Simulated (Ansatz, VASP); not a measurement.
## One calculation of SrCaI2, two programs

```
CELL_PARAMETERS angstrom
3.59904 0.00000 0.00000
0.00000 3.59904 0.00000
0.00000 0.00000 6.86104
ATOMIC_POSITIONS crystal
Sr 0.00000 0.00000 0.50000
Ca 0.00000 0.00000 0.00000
I 0.50000 0.50000 0.25499
I 0.50000 0.50000 0.74501
```

Alike in both runs: task single point; functional PBE; k mesh 6 × 6 × 4; occupations gaussian, width 0.1 eV; no spin polarisation.

|  | VASP | Ansatz |
| --- | --- | --- |
| version | VASP 6.6.1 | Ansatz 0.2.0 |
| potentials or method | VASP PAW PBE potentials, release 64 (Sr_sv, Ca_sv, I), cutoff 520 eV | scalar-relativistic, plane waves, PAW |
| valence electrons in the cell | 34 | 54 |

VASP gave:

```
gap on the k mesh at the Fermi level (eV)                     : none
pressure (GPa)                                                : 27.7
traceless stress, the component that is largest in VASP (GPa) : 3.26
rms of the force components (eV/Å)                            : 0.442
```

Task: Which values does Ansatz return?

Result: gap on the k mesh at the Fermi level (eV): none; pressure (GPa): 27.3; traceless stress, the component that is largest in VASP (GPa): 3.27; rms of the force components (eV/Å): 0.436.

Atom by atom the forces differ by 0.005 eV/Å (rms over components). A gap of «none» marks a metal or a gap that the smearing closes. VASP's potentials hold 34 valence electrons a cell and Ansatz's 54, so a difference there can come from the potentials and not from the codes.

Spin-orbit coupling is off throughout.
